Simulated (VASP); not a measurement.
# Ge (Fd-3m) in VASP: a series of runs

Ge is run at these levels: PBE; tasks: single point, relaxation of cell and atoms.

Everything below comes from runs of VASP 6.6.1. Logs are shortened: lines on timing, memory, paths and dates and some standing lists are left out, and cuts for length are marked.

**Measured values to compare with.**

From “Electronic and optical properties of SixGe1-x-ySny alloys lattice-matched to Ge”, 2021, arxiv:2109.02782, for a bulk crystal of Ge at 300 K: band gap 0.807 eV (direct).

The runs below are set against these values where they give the same quantity.

## Step 1: The cell of the first run

The structure is cubic, space group Fd-3m (No. 227). The conventional cell has a = 5.624 Å, b = 5.624 Å, c = 5.624 Å, α = 90.00°, β = 90.00°, γ = 90.00°. Ge (site symmetry -43m) has 4 Ge at 2.44 Å within 3.2 Å.

## Step 2: Single point, PBE

Input file INCAR:

```
  PREC = Accurate
  ENCUT = 520
  EDIFF = 1E-6
  ISMEAR = -1
  SIGMA = 0.05
  LREAL = F
  LASPH = T
  NELM = 100
  ALGO = Normal
  ISIF = 2
  LWAVE = F
  LCHARG = T
  GGA = PE
  LELF = T
  LVHAR = T
  NBANDS = 21
```

Input file KPOINTS:

```
Automatic mesh
0
Gamma
  8 8 8
```

Input file POSCAR:

```
Ge
1.0
    0.0000000000      2.8120868276      2.8120868276
    2.8120868276      0.0000000000      2.8120868276
    2.8120868276      2.8120868276      0.0000000000
Ge
2
Direct
    0.7500000000      0.7500000000      0.7500000000
    0.5000000000      0.5000000000      0.5000000000
```

Potentials or basis: VASP PAW PBE potentials, release 64 (Ge_d).

Started as:

```bash
> cat potpaw_PBE.64/Ge_d/POTCAR > POTCAR
> mpirun -np 1 vasp_std > vasp.out
```

OUTCAR:

```text
PREC = Accurate
   ENCUT = 520
   EDIFF = 1E-6
   ISMEAR = -1
   LREAL = F
   LASPH = T
   NELM = 100
   ISIF = 2
   GGA = PE

 ion  position               nearest neighbor table
   1  0.750  0.750  0.750-   2 2.44   2 2.44   2 2.44   2 2.44
   2  0.500  0.500  0.500-   1 2.44   1 2.44   1 2.44   1 2.44

  LATTYP: Found a face centered cubic cell.
 ALAT       =     5.6241736552

  Lattice vectors:

 A1 = (   0.0000000000,   2.8120868276,   2.8120868276)
 A2 = (   2.8120868276,   0.0000000000,   2.8120868276)
 A3 = (   2.8120868276,   2.8120868276,   0.0000000000)

Analysis of symmetry for initial positions (statically):
=====================================================================
 Subroutine PRICEL returns:
 Original cell was already a primitive cell.

 Routine SETGRP: Setting up the symmetry group for a
 face centered cubic supercell.

 Subroutine GETGRP returns: Found 48 space group operations
 (whereof 24 operations were pure point group operations)
 out of a pool of 48 trial point group operations.

The static configuration has the point symmetry T_d .
 The point group associated with its full space group is O_h .

Analysis of symmetry for dynamics (positions and initial velocities):
=====================================================================
 Subroutine PRICEL returns:
 Original cell was already a primitive cell.

 Routine SETGRP: Setting up the symmetry group for a
 face centered cubic supercell.

 Subroutine GETGRP returns: Found 48 space group operations
 (whereof 24 operations were pure point group operations)
 out of a pool of 48 trial point group operations.

The dynamic configuration has the point symmetry T_d .
 The point group associated with its full space group is O_h .

 Subroutine INISYM returns: Found 48 space group operations
 (whereof 24 operations are pure point group operations),
 and found     1 'primitive' translations

----------------------------------------------------------------------------------------

                                     Primitive cell

  volume of cell :      44.4750

  direct lattice vectors                    reciprocal lattice vectors
     0.000000000  2.812086828  2.812086828    -0.177803898  0.177803898  0.177803898
     2.812086828  0.000000000  2.812086828     0.177803898 -0.177803898  0.177803898
     2.812086828  2.812086828  0.000000000     0.177803898  0.177803898 -0.177803898

  length of vectors
     3.976891330  3.976891330  3.976891330     0.307965385  0.307965385  0.307965385

  position of ions in fractional coordinates (direct lattice)
     0.750000000  0.750000000  0.750000000
     0.500000000  0.500000000  0.500000000

  ion indices of the primitive-cell ions
   primitive index   ion index
                 1           1
                 2           2

----------------------------------------------------------------------------------------

 KPOINTS: Automatic mesh

Automatic generation of k-mesh.
 Grid dimensions read from file:
 generate k-points for:    8    8    8

 Generating k-lattice:

  Cartesian coordinates                     Fractional coordinates (reciprocal lattice)
    -0.022225487  0.022225487  0.022225487     0.125000000  0.000000000  0.000000000
     0.022225487 -0.022225487  0.022225487     0.000000000  0.125000000  0.000000000
     0.022225487  0.022225487 -0.022225487     0.000000000  0.000000000  0.125000000

  Length of vectors
     0.038495673  0.038495673  0.038495673

  Shift w.r.t. Gamma in fractional coordinates (k-lattice)
     0.000000000  0.000000000  0.000000000

 Subroutine IBZKPT returns following result:
 ===========================================

 Found     29 irreducible k-points:

 Following reciprocal coordinates:
            Coordinates               Weight
  0.000000  0.000000  0.000000      1.000000
  0.125000  0.000000  0.000000      8.000000
  0.250000  0.000000  0.000000      8.000000
  0.375000  0.000000  0.000000      8.000000
  0.500000  0.000000  0.000000      4.000000
  0.125000  0.125000  0.000000      6.000000
[... 46 lines left out ...]
  band No.  band energies     occupation
      1     -19.6711      2.00000
      2     -19.6711      2.00000
      3     -19.6711      2.00000
      4     -19.6336      2.00000
      5     -19.6336      2.00000
      6     -19.4132      2.00000
[... 13 lines left out ...]
     20      14.7003      0.00000
     21      14.7003      0.00000

 k-point     2 :       0.1250    0.0000    0.0000
  band No.  band energies     occupation
      1     -19.6796      2.00000
      2     -19.6796      2.00000
      3     -19.6685      2.00000
      4     -19.6216      2.00000
      5     -19.6216      2.00000
      6     -19.4252      2.00000
[... 13 lines left out ...]
     20      13.7804      0.00000
     21      13.7804      0.00000

 k-point     3 :       0.2500    0.0000    0.0000
  band No.  band energies     occupation
      1     -19.6902      2.00000
      2     -19.6902      2.00000
      3     -19.6622      2.00000
      4     -19.6035      2.00000
      5     -19.6035      2.00000
      6     -19.4393      2.00000
[... 13 lines left out ...]
     20      13.5314      0.00000
     21      13.5314      0.00000

 k-point     4 :       0.3750    0.0000    0.0000
  band No.  band energies     occupation
      1     -19.6954      2.00000
      2     -19.6954      2.00000
      3     -19.6556      2.00000
      4     -19.5926      2.00000
      5     -19.5926      2.00000
      6     -19.4467      2.00000
[... 13 lines left out ...]
     20      14.7365      0.00000
     21      14.7365      0.00000

 k-point     5 :       0.5000    0.0000    0.0000
  band No.  band energies     occupation
      1     -19.6966      2.00000
      2     -19.6966      2.00000
      3     -19.6529      2.00000
      4     -19.5897      2.00000
      5     -19.5897      2.00000
      6     -19.4482      2.00000
[... 13 lines left out ...]
     20      16.4806      0.00000
     21      16.4889      0.00000
[... 382 lines left out ...]
     20      16.9631      0.00000
     21      18.1128      0.00000

 k-point    22 :       0.3750    0.2500    0.1250
  band No.  band energies     occupation
      1     -19.7012      2.00000
      2     -19.6984      2.00000
      3     -19.6538      2.00000
      4     -19.5955      2.00000
      5     -19.5654      2.00000
      6     -19.4932      2.00000
[... 13 lines left out ...]
     20      15.4015      0.00000
     21      15.6621      0.00000

 k-point    23 :       0.5000    0.2500    0.1250
  band No.  band energies     occupation
      1     -19.7135      2.00000
      2     -19.7052      2.00000
      3     -19.6311      2.00000
      4     -19.5799      2.00000
      5     -19.5522      2.00000
      6     -19.5021      2.00000
[... 13 lines left out ...]
     20      14.9339      0.00000
     21      16.7918      0.00000

 k-point    24 :      -0.3750    0.2500    0.1250
  band No.  band energies     occupation
      1     -19.7190      2.00000
      2     -19.7067      2.00000
      3     -19.6208      2.00000
      4     -19.5684      2.00000
      5     -19.5538      2.00000
      6     -19.4966      2.00000
[... 13 lines left out ...]
     20      16.1931      0.00000
     21      16.7538      0.00000

 [... further k-points ...]
[... 5 lines left out ...]
  --------------------------------------------------------------------------------------
  -------------------------------------------------------------------------------------
  Total        1.3688755      1.3688755      1.3688755     -0.0000000      0.0000000     -0.0000000
  in kB       49.3126514     49.3126514     49.3126514     -0.0000000      0.0000000     -0.0000000
  external PRESSURE =      49.3126514 kB  Pullay stress =       0.0000000 kB

 VOLUME and BASIS-vectors are now :
 -----------------------------------------------------------------------------
  energy-cutoff  :      520.00
  volume of cell :       44.48
      direct lattice vectors                 reciprocal lattice vectors
     0.000000000  2.812086828  2.812086828    -0.177803898  0.177803898  0.177803898
     2.812086828  0.000000000  2.812086828     0.177803898 -0.177803898  0.177803898
     2.812086828  2.812086828  0.000000000     0.177803898  0.177803898 -0.177803898

 POSITION                                       TOTAL-FORCE (eV/Angst)
 -----------------------------------------------------------------------------------
      4.21813      4.21813      4.21813        -0.000000     -0.000000      0.000000
      2.81209      2.81209      2.81209         0.000000      0.000000     -0.000000
 -----------------------------------------------------------------------------------
    total drift:                                0.000000     -0.000000     -0.000000

  FREE ENERGIE OF THE ION-ELECTRON SYSTEM (eV)
  ---------------------------------------------------
  free  energy   TOTEN  =        -8.9777707277 eV

  energy  without entropy=       -8.9772633437  energy(sigma->0) =       -8.97751704
```

Run time: 40 s. Hardware: 1 thread of Intel Xeon 8259CL, shared host; peak memory 0.17 GiB.

Results:

* Free energy: -8.9778 eV
* Pressure: 4.9 GPa
* Band gap on the k mesh: 0.20 eV

Levels at points of the mesh, in eV from the valence-band top:
```
           k point  band 12  band 13  band 14  band 15  band 16  band 17
(0.00, 0.00, 0.00)     0.00     0.00     0.00     0.20     2.56     2.56
(0.50, 0.00, 0.00)    -7.68    -1.43    -1.43     0.24     3.76     3.76
(0.50, 0.50, 0.00)    -8.95    -3.14    -3.14     0.73     0.73     9.67
```

Caveat: the cell stands under pressure; semilocal functionals underestimate gaps, and a narrow one can read as zero.

## Step 3: Single point, PBE

This run uses another cell than the first one, of 23.17 Å³/atom.

Input file INCAR:

```
  PREC = Accurate
  ENCUT = 520
  EDIFF = 1E-6
  ISMEAR = -1
  SIGMA = 0.05
  LREAL = False
  LASPH = True
  NELM = 100
  ALGO = Normal
  ISIF = 2
  LWAVE = False
  LCHARG = False
  GGA = PE
  NBANDS = 21
```

KPOINTS is that of step 2.

Input file POSCAR:

```
Ge
1.0
    0.0000000000      2.8507596711      2.8507596711
    2.8507596711      0.0000000000      2.8507596711
    2.8507596711      2.8507596711      0.0000000000
Ge
2
Direct
    0.7500000000      0.7500000000      0.7500000000
    0.5000000000      0.5000000000      0.5000000000
```

Potentials or basis: VASP PAW PBE potentials, release 64 (Ge_d).

Started as:

```bash
> cat potpaw_PBE.64/Ge_d/POTCAR > POTCAR
> mpirun -np 1 vasp_std > vasp.out
```

Wall time 43 s (1 thread of Intel Xeon 8259CL, shared host); peak memory 0.17 GiB.

Results (log left out):

| Property | Result |
| --- | --- |
| Free energy | -9.0177 eV |
| Pressure | 1.9 GPa |
| Band gap on the k mesh | zero (filled and empty bands touch) |

Levels at points of the mesh, in eV from the Fermi level:
| k point | band 12 | band 13 | band 14 | band 15 | band 16 | band 17 |
| --- | --- | --- | --- | --- | --- | --- |
| (0.00, 0.00, 0.00) | -0.18 | -0.01 | -0.01 | -0.01 | 2.54 | 2.54 |
| (0.50, 0.00, 0.00) | -7.50 | -1.38 | -1.38 | 0.11 | 3.73 | 3.73 |
| (0.50, 0.50, 0.00) | -8.81 | -3.00 | -3.00 | 0.78 | 0.78 | 9.32 |

Caveat: semilocal functionals underestimate gaps, and a narrow one can read as zero.

## Step 4: Single point, PBE

This run uses another cell than the first one, of 23.91 Å³/atom.

Input file INCAR:

```
SYSTEM = Ge
  PREC = Accurate
  ENCUT = 520
  EDIFF = 1E-6
  ISMEAR = -1
  SIGMA = 0.05
  LREAL = .False.
  LASPH = .True.
  NELM = 80
  ALGO = Normal
  ISIF = 2
  LWAVE = .False.
  LCHARG = .True.
  GGA = PE
  LELF = .True.
  LVHAR = .True.
  NBANDS = 21
```

Input file KPOINTS:

```
regular mesh
0
Gamma
  8 8 8
  0 0 0
```

Input file POSCAR:

```
Ge
1.0
    0.0000000000      2.8808010877      2.8808010877
    2.8808010877      0.0000000000      2.8808010877
    2.8808010877      2.8808010877      0.0000000000
Ge
2
Direct
    0.7500000000      0.7500000000      0.7500000000
    0.5000000000      0.5000000000      0.5000000000
```

Started as:

```bash
> cat potpaw_PBE.64/Ge_d/POTCAR > POTCAR
> mpirun -np 1 vasp_std > vasp.out
```

Run time: 46 s. Hardware: 1 thread of Intel Xeon 8259CL, shared host; peak memory 0.17 GiB.

It converged, with:

| Property | Result |
| --- | --- |
| Free energy | -9.0267 eV |
| Pressure | -0.1 GPa |
| Band gap on the k mesh | zero (filled and empty bands touch) |

Levels at points of the mesh, in eV from the Fermi level:
| k point | band 10 | band 11 | band 12 | band 13 | band 14 | band 15 | band 16 | band 17 | band 18 | band 19 |
| --- | --- | --- | --- | --- | --- | --- | --- | --- | --- | --- |
| (0.00, 0.00, 0.00) | -24.48 | -12.33 | -0.42 | 0.04 | 0.04 | 0.04 | 2.57 | 2.57 | 2.57 | 6.33 |
| (0.50, 0.00, 0.00) | -24.46 | -10.37 | -7.32 | -1.29 | -1.29 | 0.06 | 3.75 | 3.75 | 7.14 | 10.26 |
| (0.50, 0.50, 0.00) | -24.45 | -8.65 | -8.65 | -2.85 | -2.85 | 0.86 | 0.86 | 9.11 | 9.11 | 11.11 |

Caveat: semilocal functionals underestimate gaps, and a narrow one can read as zero.

## Step 5: Relaxation of cell and atoms, PBE

This run uses another cell than the first one, of 22.64 Å³/atom.

Input file INCAR:

```
SYSTEM = Ge
ALGO = Normal
EDIFF = 1E-6
EDIFFG = -0.01
ENCUT = 600
GGA = PE
IBRION = 2
ISIF = 3
ISMEAR = -1
LASPH = .TRUE.
LCHARG = .FALSE.
LREAL = .FALSE.
LWAVE = .FALSE.
NELM = 100
NSW = 60
PREC = Accurate
SIGMA = 0.05
```

Input file KPOINTS:

```
k-points
0
G
  8 8 8
  0 0 0
```

Input file POSCAR:

```
Ge
1.0
    0.0000000000      2.8289100000      2.8289100000
    2.8289100000      0.0000000000      2.8289100000
    2.8289100000      2.8289100000      0.0000000000
Ge
2
Direct
    0.7500000000      0.7500000000      0.7500000000
    0.5000000000      0.5000000000      0.5000000000
```

Started as:

```bash
> cat potpaw_PBE.64/Ge_d/POTCAR > POTCAR
> mpirun -np 1 vasp_std > vasp.out
```

Wall time 1.7 min (1 thread of Intel Xeon 8259CL, shared host); peak memory 0.19 GiB.

Results (log left out):

```
Free energy                           : -9.0266 eV
Relaxed volume                        : 23.85 Å³/atom
Relaxed cell                          : a = 4.071 Å, b = 4.071 Å, c = 4.071 Å, α = 60.00°, β = 60.00°, γ = 60.00°
Space group after relaxing (to 0.1 Å) : Fd-3m (No. 227)
Energy gained by relaxing             : 13.6 meV/atom
Ionic steps                           : 5
Pressure after relaxing               : 0.0 GPa
Band gap on the k mesh                : zero (filled and empty bands touch)
```

The path:
```csv
step,energy change (eV),largest force (eV/Å),pressure (GPa),volume (Å³)
1,0.0000,0.0000,3.56,45.28
2,-0.0246,0.0000,-1.11,48.66
3,-0.0273,0.0000,-0.26,47.80
4,-0.0271,0.0000,0.23,47.62
5,-0.0272,0.0000,0.02,47.71
```

Final structure:
```
Ge
1.0
     0.00000    2.87861    2.87861
     2.87861    0.00000    2.87861
     2.87861    2.87861    0.00000
Ge
2
Direct
  0.75000 0.75000 0.75000
  0.50000 0.50000 0.50000
```

Levels at points of the mesh, in eV from the Fermi level:
```tsv
k point	band 11	band 12	band 13	band 14	band 15	band 16	band 17	band 18
(0.00, 0.00, 0.00)	-12.35	-0.40	0.03	0.03	0.03	2.56	2.56	2.56
(0.50, 0.00, 0.00)	-10.39	-7.33	-1.29	-1.29	0.06	3.75	3.75	7.13
(0.50, 0.50, 0.00)	-8.66	-8.66	-2.86	-2.86	0.85	0.85	9.12	9.12
```

Caveat: semilocal functionals underestimate gaps, and a narrow one can read as zero.

## Step 6: Relaxation of cell and atoms, PBE, target pressure 2 GPa, at which the enthalpy is minimised

This run uses another cell than the first one, of 22.64 Å³/atom.

Input file INCAR:

```
SYSTEM = Ge
PREC = Accurate ; ENCUT = 600
EDIFF = 1E-6 ; ISMEAR = -1
SIGMA = 0.05 ; LREAL = .False.
LASPH = .True. ; NELM = 80
ALGO = Normal ; ISIF = 3
LWAVE = .False. ; LCHARG = .False.
GGA = PE ; IBRION = 2
NSW = 60 ; EDIFFG = -0.01
PSTRESS = 20.0
```

Input file KPOINTS:

```
regular mesh
0
Gamma
  8 8 8
  0 0 0
```

POSCAR is that of step 5.

Potentials or basis: VASP PAW PBE potentials, release 64 (Ge_d).

Started as:

```bash
> cat potpaw_PBE.64/Ge_d/POTCAR > POTCAR
> mpirun -np 1 vasp_std > vasp.out
```

Run time: 99 s. Hardware: 1 thread of Intel Xeon 8259CL, shared host; peak memory 0.19 GiB.

It converged, with:

```yaml
Free_energy: -9.0174 eV
Relaxed_volume: 23.15 Å³/atom
Relaxed_cell: a = 4.031 Å, b = 4.031 Å, c = 4.031 Å, α = 60.00°, β = 60.00°, γ = 60.00°
Space_group_after_relaxing_to_0.1_Å: Fd-3m (No. 227)
Energy_change_on_relaxing_the_run_minimises_the_enthalpy: -9.0 meV/atom
Ionic_steps: 5
Pressure_after_relaxing: 2.0 GPa
Band_gap_on_the_k_mesh: zero (filled and empty bands touch)
```

The path:
| step | energy change (eV) | largest force (eV/Å) | pressure (GPa) | volume (Å³) |
| --- | --- | --- | --- | --- |
| 1 | 0.0000 | 0.0000 | 3.56 | 45.28 |
| 2 | -0.0227 | 0.0000 | 1.75 | 46.74 |
| 3 | -0.0190 | 0.0000 | 1.81 | 46.38 |
| 4 | -0.0174 | 0.0000 | 2.10 | 46.26 |
| 5 | -0.0180 | 0.0000 | 1.97 | 46.30 |

Final structure:
```
Ge
1.0
     0.00000    2.85010    2.85010
     2.85010    0.00000    2.85010
     2.85010    2.85010    0.00000
Ge
2
Direct
  0.75000 0.75000 0.75000
  0.50000 0.50000 0.50000
```

Levels at points of the mesh, in eV from the Fermi level:
| k point | band 11 | band 12 | band 13 | band 14 | band 15 | band 16 | band 17 | band 18 |
| --- | --- | --- | --- | --- | --- | --- | --- | --- |
| (0.00, 0.00, 0.00) | -12.61 | -0.17 | -0.01 | -0.01 | -0.01 | 2.54 | 2.54 | 2.54 |
| (0.50, 0.00, 0.00) | -10.57 | -7.50 | -1.38 | -1.38 | 0.11 | 3.73 | 3.73 | 7.11 |
| (0.50, 0.50, 0.00) | -8.81 | -8.81 | -3.00 | -3.00 | 0.78 | 0.78 | 9.33 | 9.33 |

Caveat: the cell is relaxed towards a set pressure, so the run minimises the enthalpy, not the energy; semilocal functionals underestimate gaps, and a narrow one can read as zero.

## Step 7: Overview

| task | cell | cutoff (eV) | gap on the mesh (eV) | pressure (GPa) |
| --- | --- | --- | --- | --- |
| single point | a = 3.977 Å, angles 60.0°, 2 atoms | 520 | 0.20 | 4.9 |
| single point | a = 4.032 Å, angles 60.0°, 2 atoms | 520 | none | 1.9 |
| single point | a = 4.074 Å, angles 60.0°, 2 atoms | 520 | none | -0.1 |
| relaxation of cell and atoms | relaxed from a = 4.001 Å, angles 60.0°, 2 atoms | 600 | none | 0.0 |
| relaxation of cell and atoms | relaxed to 2 GPa from a = 4.001 Å, angles 60.0°, 2 atoms | 600 | none | 2.0 |

Alike in all rows: level PBE; potentials or basis VASP PAW PBE potentials, release 64 (Ge_d); no spin polarisation; k mesh 8 × 8 × 8; smearing fermi-dirac 0.05 eV.

Caveats: semilocal functionals underestimate gaps, and a narrow one can read as zero; the cell stands under pressure (at least some runs); the cell is relaxed towards a set pressure, so the run minimises the enthalpy, not the energy (at least some runs).

Absolute energies hang on the potentials; compare differences alone.

## Step 8: Against experiment

Step 4. Against the measured gap of Ge, 0.807 eV (direct; 300 K; “Electronic and optical properties of SixGe1-x-ySny alloys lattice-matched to Ge”, 2021, arxiv:2109.02782), the calculated 0.00 eV is off by -0.81 eV. 3 values of this kind are on record (0.666 to 0.807 eV); this one was drawn at random among those near their median. Spin-orbit coupling on Ge is left out. The value is that of PBE on a finite k mesh, which can miss the band edges, without temperature or zero-point motion. Semilocal functionals fall short of measured gaps as a rule.

Step 5. The cell as given is a measured one (22.64 Å³/atom); PBE puts the equilibrium volume +5.4 % from it, thermal expansion not counted.
